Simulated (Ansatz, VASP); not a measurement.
TaN in VASP and in Ansatz

Contents of POSCAR:

```
TaN
1.0
    0.0000000000      2.3789699740      2.3789699740
    2.3789699740      0.0000000000      2.3789699740
    2.3789699740      2.3789699740      0.0000000000
Ta N
1 1
Direct
    0.0000000000      0.0000000000      0.0000000000
    0.2500000000      0.2500000000      0.2500000000
```

The input INCAR.step1:

```
PREC     = Accurate       # precision mode
ENCUT    = 660            # plane-wave cutoff, eV
ISMEAR   = 0              # smearing method
SIGMA    = 0.05           # smearing width, eV
LREAL    = F              # projectors in reciprocal space
LASPH    = T              # aspherical terms in the spheres
NELM     = 200            # most SCF steps
ISPIN    = 2              # spin polarisation
MAGMOM   = 2 0            # initial moments
LMAXMIX  = 4              # l up to which the mixer works
NBANDS   = 19             # bands
GGA      = PE             # functional
ALGO     = Normal         # electronic algorithm
EDIFF    = 1E-5           # SCF threshold, eV
LWAVE    = T              # write WAVECAR
LCHARG   = F              # write CHGCAR
GGA_COMPAT= F
```

INCAR.step2

```
PREC     = Accurate       # precision mode
ENCUT    = 660            # plane-wave cutoff, eV
EDIFF    = 1E-6           # SCF threshold, eV
ISMEAR   = 0              # smearing method
SIGMA    = 0.05           # smearing width, eV
LREAL    = F              # projectors in reciprocal space
LASPH    = T              # aspherical terms in the spheres
NELM     = 200            # most SCF steps
ALGO     = Normal         # electronic algorithm
ISIF     = 2              # what is computed and relaxed
LWAVE    = F              # write WAVECAR
LCHARG   = T              # write CHGCAR
ISPIN    = 2              # spin polarisation
MAGMOM   = 2 0            # initial moments
LORBIT   = 11             # projections on sites
LMAXMIX  = 4              # l up to which the mixer works
METAGGA  = R2SCAN         # meta-GGA
LMIXTAU  = T            
LELF     = T              # ELF
LVHAR    = T            
NBANDS   = 19             # bands
ISTART   = 1            
GGA_COMPAT= F
```

Contents of KPOINTS:

```
regular mesh
0
Gamma
  12 12 12
```

Input for Ansatz:

```yaml
crystal:
  lattice:
    - [0.0, 2.378969974, 2.378969974]
    - [2.378969974, 0.0, 2.378969974]
    - [2.378969974, 2.378969974, 0.0]
  atoms:
    - { symbol: Ta, position: [0.0, 0.0, 0.0], spin: 2.0 }
    - { symbol: "N", position: [0.25, 0.25, 0.25] }
basis:
  ecutwfc: 500
  ecutrho_ratio: 4
kpoints:
  mp_grid: { grid: [12, 12, 12] }
hamiltonian:
  xc: r2scan
scf:
  occupations: { method: gaussian, width: 0.05 }
output:
  forces: true
  stress: true
  eigenvalues: true
  populations: true
magnetization:
  spin_polarized: true
```

Alike in both runs: task single point; functional r2SCAN; k mesh 12 × 12 × 12; occupations gaussian, width 0.05 eV; collinear spin.

|  | VASP | Ansatz |
| --- | --- | --- |
| version | VASP 6.6.1 | Ansatz 0.2.0 |
| potentials or method | VASP PAW PBE potentials, release 64 (Ta_pv, N), cutoff 660 eV | scalar-relativistic, plane waves, PAW |
| valence electrons in the cell | 16 | 18 |

|  | VASP | Ansatz | Ansatz less VASP |
| --- | --- | --- | --- |
| gap on the k mesh at the Fermi level (eV) | none | none | - |
| pressure (GPa) | -3.0 | -4.0 | -1.06 |
| net moment per atom (μB) | 0.00 | 0.00 | 0.000 |

VASP's potentials were made for PBE, not for r2SCAN. A gap of «none» marks a metal or a gap that the smearing closes. VASP's potentials hold 16 valence electrons a cell and Ansatz's 18, so a difference there can come from the potentials and not from the codes. Ansatz's warnings: seeded moment not kept, stability check not made.

Spin-orbit coupling is off throughout.
